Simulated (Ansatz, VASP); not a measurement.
**One calculation of WSe2, two programs**

File INCAR:

```
SYSTEM = WSe2
PREC = Accurate
ENCUT = 520
EDIFF = 1E-6
ISMEAR = 0
SIGMA = 0.05
LREAL = .FALSE.
LASPH = .TRUE.
NELM = 100
ALGO = Normal
ISIF = 2
LWAVE = .FALSE.
LCHARG = .FALSE.
GGA = PE
NBANDS = 64
KPAR = 4
```

Contents of KPOINTS:

```
regular mesh
0
G
  12 12 1
  0 0 0
```

File POSCAR:

```
WSe2
1.0
    3.3206779314      0.0000000000      0.0000000000
   -1.6603389657      2.8757914463      0.0000000000
    0.0000000000      0.0000000000     38.7701078913
W Se
4 8
Direct
    0.6666666667      0.3333333333      0.9017078408
    0.6666666667      0.3333333333      0.2946354236
    0.3333333333      0.6666666667      0.7053645764
    0.3333333333      0.6666666667      0.0982921592
    0.2875456002      0.6437728001      0.9420226923
    0.2875456002      0.6437728001      0.3349453869
    0.6208789335      0.3104394668      0.7456801248
    0.6208789335      0.3104394668      0.1386070715
    0.2875456002      0.6437728001      0.8554467591
    0.2875456002      0.6437728001      0.2483737058
    0.6208789335      0.3104394668      0.6591084437
    0.6208789335      0.3104394668      0.0520311383
```

Input for Ansatz:

```yaml
crystal:
  lattice:
    - [3.3206779314, 0.0, 0.0]
    - [-1.6603389657, 2.8757914463, 0.0]
    - [0.0, 0.0, 38.7701078913]
  atoms:
    - { symbol: W, position: [0.6666666667, 0.3333333333, 0.9017078408] }
    - { symbol: W, position: [0.6666666667, 0.3333333333, 0.2946354236] }
    - { symbol: W, position: [0.3333333333, 0.6666666667, 0.7053645764] }
    - { symbol: W, position: [0.3333333333, 0.6666666667, 0.0982921592] }
    - { symbol: Se, position: [0.2875456002, 0.6437728001, 0.9420226923] }
    - { symbol: Se, position: [0.2875456002, 0.6437728001, 0.3349453869] }
    - { symbol: Se, position: [0.6208789335, 0.3104394668, 0.7456801248] }
    - { symbol: Se, position: [0.6208789335, 0.3104394668, 0.1386070715] }
    - { symbol: Se, position: [0.2875456002, 0.6437728001, 0.8554467591] }
    - { symbol: Se, position: [0.2875456002, 0.6437728001, 0.2483737058] }
    - { symbol: Se, position: [0.6208789335, 0.3104394668, 0.6591084437] }
    - { symbol: Se, position: [0.6208789335, 0.3104394668, 0.0520311383] }
basis:
  ecutwfc: 420
kpoints:
  mp_grid: { grid: [12, 12, 1] }
hamiltonian:
  xc: pbe
scf:
  occupations: { method: gaussian, width: 0.05 }
output:
  forces: true
  stress: true
  eigenvalues: true
```

Change from the starting cell: all Se atoms moved +0.175 Å, as atom 5 towards its neighbour atom 1 (W) at 2.548 Å.

Alike in both runs: task single point; functional PBE; k mesh 12 × 12 × 1; occupations gaussian, width 0.05 eV; no spin polarisation.

|  | VASP | Ansatz |
| --- | --- | --- |
| version | VASP 6.6.1 | Ansatz 0.2.0 |
| potentials or method | VASP PAW PBE potentials, release 64 (W_sv, Se), cutoff 520 eV | scalar-relativistic, plane waves, PAW |
| valence electrons in the cell | 104 | 184 |

Ansatz gave:

```
gap on the k mesh at the Fermi level (eV) : 1.19
least direct gap on the mesh (eV)         : 1.26
rms of the force components (eV/Å)        : 1.665
```

Task: Estimate VASP's values.

Result: gap on the k mesh at the Fermi level (eV): 1.18; least direct gap on the mesh (eV): 1.26; rms of the force components (eV/Å): 1.676.

Atom by atom the forces differ by 0.023 eV/Å (rms over components). VASP's potentials hold 104 valence electrons a cell and Ansatz's 184, so a difference there can come from the potentials and not from the codes.

Spin-orbit coupling is off throughout.
